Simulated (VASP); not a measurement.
Cd7W:

```xyz
8
Lattice="0.0000 4.8561 4.8561 4.8561 0.0000 4.8561 4.8561 4.8561 0.0000" Properties=species:S:1:pos:R:3 pbc="T T T"
Cd    0.0000    2.4281    2.4281
Cd    4.8561    2.4281    2.4281
Cd    2.4281    0.0000    2.4281
Cd    2.4281    4.8561    2.4281
Cd    2.4281    2.4281    0.0000
Cd    2.4281    2.4281    4.8561
Cd    0.0000    0.0000    0.0000
W     4.8561    4.8561    4.8561
```

The cell was generated, and may not be a known phase.

```yaml
Program: VASP 6.6.1
Task: relaxation of cell and atoms
Functional: PBE
Potentials_or_basis: VASP PAW PBE potentials, release 64 (Cd, W_sv)
Cutoff: 600 eV
k_mesh: 4 × 4 × 4
Occupations: gaussian, width 0.1 eV
Spin: no spin polarisation
```

At the start: pressure -10.1 GPa; volume 28.63 Å³/atom.

Question: How do energy, volume and symmetry change on relaxing?

Answer: Over 3 steps the energy falls by 357.8 meV/atom and the volume is 20.75 Å³/atom (-27.5 %); space group Fm-3m (No. 225, to 0.1 Å) before and after.

Step by step:
| step | energy change (eV) | largest force (eV/Å) | pressure (GPa) | volume (Å³) |
| --- | --- | --- | --- | --- |
| 1 | 0.0000 | 0.0000 | -10.08 | 229.03 |
| 2 | -2.7647 | 0.0000 | -3.39 | 174.38 |
| 3 | -2.8624 | 0.0000 | -0.18 | 166.04 |

Final structure:
```yaml
crystal:
  lattice:
    - [0.00000, 4.36241, 4.36241]
    - [4.36241, 0.00000, 4.36241]
    - [4.36241, 4.36241, 0.00000]
  atoms:
    - { symbol: Cd, position: [0.50000, 0.00000, 0.00000] }
    - { symbol: Cd, position: [0.00000, 0.50000, 0.50000] }
    - { symbol: Cd, position: [0.00000, 0.50000, 0.00000] }
    - { symbol: Cd, position: [0.50000, 0.00000, 0.50000] }
    - { symbol: Cd, position: [0.00000, 0.00000, 0.50000] }
    - { symbol: Cd, position: [0.50000, 0.50000, 0.00000] }
    - { symbol: Cd, position: [0.00000, 0.00000, 0.00000] }
    - { symbol: W, position: [0.50000, 0.50000, 0.50000] }
```

Caveat: the volume moved by over 15 % at a fixed basis, so the end points are rough.
